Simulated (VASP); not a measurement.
# In (I4/mmm) in VASP: electric field gradients with PBEsol

Aim: the electric field gradients of In with PBEsol.

Everything below comes from runs of VASP 6.6.1. Logs are shortened: lines on timing, memory, paths and dates and some standing lists are left out, and cuts for length are marked.

## 1. The cell of the first run

Symmetry: I4/mmm, No. 139, tetragonal system. The conventional cell has a = 3.251 Å, b = 3.251 Å, c = 4.947 Å, α = 90.00°, β = 90.00°, γ = 90.00°. In (site symmetry 4/mmm) has 12 In at 3.25 to 3.38 Å within 4.3 Å.

## 2. Electric field gradients, PBEsol

The input, INCAR:

```
SYSTEM = In
PREC     = Accurate       ! precision mode
ENCUT    = 520            ! plane-wave cutoff, eV
EDIFF    = 1E-8           ! SCF threshold, eV
ISMEAR   = -1             ! smearing method
SIGMA    = 0.05           ! smearing width, eV
LREAL    = .False.        ! projectors in reciprocal space
LASPH    = .True.         ! aspherical terms in the spheres
NELM     = 100            ! most SCF steps
ALGO     = Normal         ! electronic algorithm
ISIF     = 2              ! what is computed and relaxed
LWAVE    = .False.        ! write WAVECAR
LCHARG   = .False.        ! write CHGCAR
GGA      = PS             ! functional
LEFG     = .True.       
NBANDS   = 62             ! bands
```

The input, KPOINTS:

```
Automatic mesh
0
Gamma
  7 7 7
  0 0 0
```

The input, POSCAR:

```
In
1.0
   -3.2509400000      3.2509400000      4.9474000000
    3.2509400000     -3.2509400000      4.9474000000
    3.2509400000      3.2509400000     -4.9474000000
In
8
Direct
    0.0000000000      0.0000000000      0.0000000000
    0.0000000000      0.0000000000      0.5000000000
    0.0000000000      0.5000000000      0.0000000000
    0.0000000000      0.5000000000      0.5000000000
    0.5000000000      0.0000000000      0.0000000000
    0.5000000000      0.0000000000      0.5000000000
    0.5000000000      0.5000000000      0.0000000000
    0.5000000000      0.5000000000      0.5000000000
```

Potentials or basis: VASP PAW PBE potentials, release 64 (In_d).

Command:

```
cat potpaw_PBE.64/In_d/POTCAR > POTCAR
mpirun -np 1 vasp_std > vasp.out
```

OUTCAR:

```text
SYSTEM = In
   PREC = Accurate
   ENCUT = 520
   EDIFF = 1E-8
   ISMEAR = -1
   LREAL = .False.
   LASPH = .True.
   NELM = 100
   ISIF = 2
   GGA = PS

 ion  position               nearest neighbor table
   1  0.000  0.000  0.000-   4 3.25   6 3.25   4 3.25   6 3.25   3 3.38   8 3.38   2 3.38   3 3.38
                             2 3.38   5 3.38   5 3.38   8 3.38
   2  0.000  0.000  0.500-   3 3.25   5 3.25   3 3.25   5 3.25   6 3.38   7 3.38   1 3.38   4 3.38
                             4 3.38   6 3.38   1 3.38   7 3.38
   3  0.000  0.500  0.000-   2 3.25   8 3.25   2 3.25   8 3.25   7 3.38   1 3.38   4 3.38   1 3.38
                             4 3.38   7 3.38   6 3.38   6 3.38
   4  0.000  0.500  0.500-   1 3.25   7 3.25   1 3.25   7 3.25   2 3.38   8 3.38   3 3.38   2 3.38
                             3 3.38   8 3.38   5 3.38   5 3.38
   5  0.500  0.000  0.000-   2 3.25   8 3.25   8 3.25   2 3.25   7 3.38   1 3.38   6 3.38   7 3.38
                             4 3.38   1 3.38   6 3.38   4 3.38
   6  0.500  0.000  0.500-   1 3.25   7 3.25   7 3.25   1 3.25   2 3.38   8 3.38   5 3.38   8 3.38
                             3 3.38   2 3.38   5 3.38   3 3.38
   7  0.500  0.500  0.000-   4 3.25   6 3.25   6 3.25   4 3.25   3 3.38   8 3.38   8 3.38   5 3.38
                             2 3.38   3 3.38   5 3.38   2 3.38
   8  0.500  0.500  0.500-   3 3.25   5 3.25   5 3.25   3 3.25   6 3.38   7 3.38   7 3.38   6 3.38
                             4 3.38   4 3.38   1 3.38   1 3.38
[... 7 lines left out ...]
 A1 = (  -3.2509400000,   3.2509400000,   4.9474000000)
 A2 = (   3.2509400000,  -3.2509400000,   4.9474000000)
 A3 = (   3.2509400000,   3.2509400000,  -4.9474000000)

Analysis of symmetry for initial positions (statically):
=====================================================================
 Subroutine PRICEL returns following result:

  LATTYP: Found a body centered tetragonal cell.
 ALAT       =     3.2509400000
 C/A-ratio  =     1.5218367611

  Lattice vectors:

 A1 = (  -1.6254700000,   1.6254700000,   2.4737000000)
 A2 = (   1.6254700000,  -1.6254700000,   2.4737000000)
 A3 = (   1.6254700000,   1.6254700000,  -2.4737000000)

   8 primitive cells build up your supercell.

 Routine SETGRP: Setting up the symmetry group for a
 body centered tetragonal supercell.

 Subroutine GETGRP returns: Found 16 space group operations
 (whereof 16 operations were pure point group operations)
 out of a pool of 16 trial point group operations.

The static configuration has the point symmetry D_4h.

Analysis of symmetry for dynamics (positions and initial velocities):
=====================================================================
 Subroutine PRICEL returns following result:

  LATTYP: Found a body centered tetragonal cell.
 ALAT       =     3.2509400000
 C/A-ratio  =     1.5218367611

  Lattice vectors:

 A1 = (  -1.6254700000,   1.6254700000,   2.4737000000)
 A2 = (   1.6254700000,  -1.6254700000,   2.4737000000)
 A3 = (   1.6254700000,   1.6254700000,  -2.4737000000)

   8 primitive cells build up your supercell.

 Routine SETGRP: Setting up the symmetry group for a
 body centered tetragonal supercell.

 Subroutine GETGRP returns: Found 16 space group operations
 (whereof 16 operations were pure point group operations)
 out of a pool of 16 trial point group operations.

The dynamic configuration has the point symmetry D_4h.

 Subroutine INISYM returns: Found 16 space group operations
 (whereof 16 operations are pure point group operations),
 and found     8 'primitive' translations

----------------------------------------------------------------------------------------

                                     Primitive cell

  volume of cell :      26.1436

  direct lattice vectors                    reciprocal lattice vectors
    -1.625470000  1.625470000  2.473700000     0.000000000  0.307603339  0.202126369
     1.625470000 -1.625470000  2.473700000     0.307603339  0.000000000  0.202126369
     1.625470000  1.625470000 -2.473700000     0.307603339  0.307603339  0.000000000

  length of vectors
[... 87 lines left out ...]
   ISYM   =      2    0-nonsym 1-usesym 2-fastsym
   POTIM  = 0.5000    time-step for ionic-motion
   TEBEG  =    0.0;   TEEND  =   0.0 temperature during run
   PSTRESS=    0.0 pullay stress
   NELECT =     104.0000    total number of electrons
   NUPDOWN=      -1.0000    fix difference up-down
   EMIN   =  10.00;   EMAX   =-10.00  energy-range for DOS
   EFERMI =   0.00;   METHOD = LEGACY
   ISMEAR =    -1;   SIGMA  =   0.05  broadening in eV -4-tet -1-fermi 0-gaus
   EFERMI_NEDOS =   21; number of points for ismear=-14 and -15
   IALGO  =     38    algorithm
   IMIX   =      4    mixing-type and parameters
     AMIX     =   0.40;   BMIX     =  1.00
     AMIX_MAG =   1.60;   BMIX_MAG =  1.00
  volume/ion in A,a.u.               =      26.14       176.43
  Fermi-wavevector in a.u.,A,eV,Ry     =   1.296983  2.450943 22.887245  1.682165
  Thomas-Fermi vector in A             =   2.428405
   LORBIT       =      0    0 simple, 1 ext, 2 COOP (PROOUT), +10 PAW based schemes
   GGA     = PS    functional components
   LHFCALC =     F    Hartree Fock is set to
   AEXX    =    0.0000 exact exchange contribution
   IVDW    =     0    specifies the selected vdW correction
   LEPSILON=     F    determine dielectric tensor
   LRPA    =     F    only Hartree local field effects (RPA)
 non-spin polarized calculation
  energy-cutoff  :      520.00
  volume of cell :      209.15
 maximum number of plane-waves:      5652
 NGX is ok and might be reduce to    50
   NGX = 25   NGY = 25   NGZ = 25

 number of electron     103.9999942 magnetization

 Free energy of the ion-electron system (eV)
  ---------------------------------------------------
  ext. energy  EPLUGINS =         0.00000000
  ---------------------------------------------------
  free energy    TOTEN  =       -23.89276190 eV

  energy without entropy =      -23.86547818  energy(sigma->0) =      -23.87912004

 E-fermi :   7.3908     XC(G=0): -10.4088

 val. band max:        7.3756654522   @ k =  -0.2857   0.4286   0.1429
 cond. band min:       7.3917103095   @ k =  -0.4286   0.4286   0.1429
 fundamental gap:      0.0160448573
 Fermi energy:         7.3908443944

 k-point     1 :       0.0000    0.0000    0.0000
  band No.  band energies     occupation
      1      -7.4312      2.00000
      2      -7.3896      2.00000
      3      -7.3896      2.00000
      4      -7.3144      2.00000
      5      -7.3144      2.00000
      6      -7.3105      2.00000
[... 1549 lines left out ...]
     61      11.1343      0.00000
     62      11.6097      0.00000

 [... further k-points ...]

------------------------ aborting loop because EDIFF is reached ----------------------------------------

  FORCE on cell =-STRESS in cart. coord.  units (eV):
  Direction    XX          YY          ZZ          XY          YZ          ZX
  --------------------------------------------------------------------------------------
  -------------------------------------------------------------------------------------
  Total       -1.5099044     -1.5099044     -1.0607419      0.0000000     -0.0000000      0.0000000
  in kB      -11.5665836    -11.5665836     -8.1257863      0.0000000     -0.0000000      0.0000000
  external PRESSURE =     -10.4196512 kB  Pullay stress =       0.0000000 kB

 VOLUME and BASIS-vectors are now :
 -----------------------------------------------------------------------------
  energy-cutoff  :      520.00
  volume of cell :      209.15
      direct lattice vectors                 reciprocal lattice vectors
    -3.250940000  3.250940000  4.947400000     0.000000000  0.153801670  0.101063185
     3.250940000 -3.250940000  4.947400000     0.153801670  0.000000000  0.101063185
     3.250940000  3.250940000 -4.947400000     0.153801670  0.153801670  0.000000000

 POSITION                                       TOTAL-FORCE (eV/Angst)
 -----------------------------------------------------------------------------------
      0.00000      0.00000      0.00000         0.000000     -0.000000     -0.000000
      1.62547      1.62547     -2.47370         0.000000     -0.000000     -0.000000
      1.62547     -1.62547      2.47370         0.000000     -0.000000      0.000000
      3.25094      0.00000      0.00000        -0.000000      0.000000     -0.000000
     -1.62547      1.62547      2.47370        -0.000000      0.000000      0.000000
      0.00000      3.25094      0.00000         0.000000     -0.000000     -0.000000
      0.00000      0.00000      4.94740        -0.000000     -0.000000      0.000000
      1.62547      1.62547      2.47370         0.000000      0.000000      0.000000
 -----------------------------------------------------------------------------------
    total drift:                                0.000000     -0.000000      0.000000

  FREE ENERGIE OF THE ION-ELECTRON SYSTEM (eV)
  ---------------------------------------------------
  free  energy   TOTEN  =       -23.8927618990 eV

  energy  without entropy=      -23.8654781783  energy(sigma->0) =      -23.87912004

 Electric field gradients (V/A^2)
---------------------------------------------------------------------
 ion       V_xx      V_yy      V_zz      V_xy      V_xz      V_yz
---------------------------------------------------------------------
   1     -10.718   -10.718    21.437    -0.001     0.000     0.000
   2     -10.718   -10.718    21.437    -0.001     0.000     0.000
   3     -10.718   -10.718    21.437    -0.001     0.000     0.000
   4     -10.718   -10.718    21.437    -0.001     0.000     0.000
   5     -10.718   -10.718    21.437    -0.001     0.000     0.000
   6     -10.718   -10.718    21.437    -0.001     0.000     0.000
   7     -10.718   -10.718    21.437    -0.001     0.000     0.000
   8     -10.718   -10.718    21.437    -0.001     0.000     0.000
---------------------------------------------------------------------

 Electric field gradients after diagonalization (V/A^2)
 (convention: |V_zz| > |V_xx| > |V_yy|)
----------------------------------------------------------------------
 ion       V_xx      V_yy      V_zz     asymmetry (V_yy - V_xx)/ V_zz
----------------------------------------------------------------------
   1     -10.719   -10.718    21.437       0.000
   2     -10.719   -10.718    21.437       0.000
   3     -10.719   -10.718    21.437       0.000
   4     -10.719   -10.718    21.437       0.000
   5     -10.719   -10.718    21.437       0.000
   6     -10.719   -10.718    21.437       0.000
   7     -10.719   -10.718    21.437       0.000
   8     -10.719   -10.718    21.437       0.000
----------------------------------------------------------------------

           NMR quadrupolar parameters

 Cq : quadrupolar parameter    Cq=e*Q*V_zz/h
 eta: asymmetry parameters     (V_yy - V_xx)/ V_zz
 Q  : nuclear electric quadrupole moment in mb (millibarn)
----------------------------------------------------------------------
 ion       Cq(MHz)       eta       Q (mb)
----------------------------------------------------------------------
   1       0.052       0.000       1.000
   2       0.052       0.000       1.000
   3       0.052       0.000       1.000
   4       0.052       0.000       1.000
   5       0.052       0.000       1.000
   6       0.052       0.000       1.000
   7       0.052       0.000       1.000
   8       0.052       0.000       1.000
----------------------------------------------------------------------
```

It took 15 min on 1 thread of Oxide Virtual Turin-like, shared host; peak memory 0.51 GiB.

What came out:

```yaml
Free_energy: -23.8928 eV
Pressure: -1.0 GPa
Band_gap_on_the_k_mesh: zero (bands 52 and 53 overlap by 3.01 eV)
Largest_electric_field_gradient_by_atom: In +21.4 V/Å²
```

Stress tensor (GPa, compression positive):
```
-1.16  0.00  0.00
 0.00 -1.16  0.00
 0.00  0.00 -0.81
```

Electric field gradients, principal values (V/Å²):
```
atom    least   middle  greatest (by size)
1 In  -10.718  -10.719              21.437
2 In  -10.718  -10.719              21.437
3 In  -10.718  -10.719              21.437
4 In  -10.718  -10.719              21.437
5 In  -10.718  -10.719              21.437
6 In  -10.718  -10.719              21.437
7 In  -10.718  -10.719              21.437
8 In  -10.718  -10.719              21.437
```

Caveat: without QUAD_EFG the Cq values of the log hold for a quadrupole moment of 1 mb, not for the nuclei; the PAW data sets were made with another functional, which shifts forces and pressure a little; spin-orbit coupling is left out, which moves the levels of the heavy elements.
